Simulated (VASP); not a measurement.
## Ga3AsP2: single point with PBE

Ga3AsP2:

```
Ga P As
1.0
     3.94835    0.00000    0.00000
    -1.97418    3.41937    0.00000
     0.00000    0.00000    9.67704
Ga P As
3 2 1
Direct
  0.00000 0.00000 0.99297
  0.33333 0.66667 0.66669
  0.66667 0.33333 0.34004
  0.00000 0.00000 0.74677
  0.33333 0.66667 0.41981
  0.66667 0.33333 0.08373
```

```yaml
Program: VASP 6.6.1
Task: single point
Functional: PBE
Potentials_or_basis: VASP PAW PBE potentials, release 64 (Ga_d, P, As)
Cutoff: 520 eV
k_mesh: 12 × 12 × 4
Occupations: gaussian, width 0.02 eV
Spin: no spin polarisation
```

```yaml
Pressure: 0.1 GPa
Largest_force: 0.015 eV/Å
Band_gap_on_the_k_mesh: 0.94 eV
```

Forces on the atoms (eV/Å):
```
Ga   0.000  0.000 -0.012
Ga   0.000  0.000  0.002
Ga   0.000  0.000  0.015
P    0.000  0.000 -0.002
P    0.000  0.000 -0.001
As   0.000  0.000 -0.002
```

Levels at points of the mesh, in eV from the valence-band top:
```tsv
k point	band 25	band 26	band 27	band 28	band 29	band 30
(0.00, 0.00, 0.00)	-0.15	0.00	0.00	0.94	1.26	1.60
(0.50, 0.00, 0.00)	-2.52	-1.83	-1.48	1.51	1.63	2.29
(0.00, 0.00, 0.50)	-0.69	-0.17	-0.17	1.16	1.71	2.06
(0.50, 0.00, 0.50)	-2.27	-1.21	-1.15	1.19	1.73	2.05
```

It took 8.8 min on 1 thread of Intel Xeon 8259CL, on a shared host, peak memory 0.42 GiB.

A k mesh can miss the band edges.
